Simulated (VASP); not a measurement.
Runs of VASP 6.6.1 on NaCl. The structure is that of space group Fm-3m (No. 225), or close to it. The cells are those of the table. 

```tsv
level	cell	k mesh	smearing	grid for exact exchange (PRECFOCK)	screening parameter	gap on the mesh (eV)	pressure (GPa)
r2SCAN	a = 3.960 Å, angles 60.4°, 2 atoms	8 × 8 × 8	gaussian 0.01 eV	-	-	5.95	-0.3
HSE06	a = 3.930, b = 3.930, c = 3.845 Å, angles 60.7, 60.7, 58.6°, 2 atoms	6 × 6 × 6	gaussian 0.01 eV	Normal	0.2079 1/Å	(a)	2.4
r2SCAN	a = 3.964, b = 3.964, c = 3.954 Å, angles 60.1, 60.1, 60.2°, 2 atoms	8 × 8 × 8	gaussian 0.01 eV	-	-	5.99	-0.2
PBE	a = 3.964, b = 3.964, c = 3.954 Å, angles 60.1, 60.1, 60.2°, 2 atoms	8 × 8 × 8	fermi-dirac 0.02 eV	-	-	5.17	1.2
r2SCAN	a = 4.043 Å, angles 58.7°, 2 atoms	8 × 8 × 8	gaussian 0.01 eV	-	-	(c)	(b)
```

Alike in all rows: task single point; potentials or basis VASP PAW PBE potentials, release 64 (Na_pv, Cl); no spin polarisation; cutoff (eV) 520.

Problem. Estimate the missing entries.

Solution. (a) 6.75; (b) -0.9; (c) 5.83.

Caveats: the PAW data sets were made with another functional, which shifts forces and pressure a little (some runs).

A k mesh can miss the band edges.
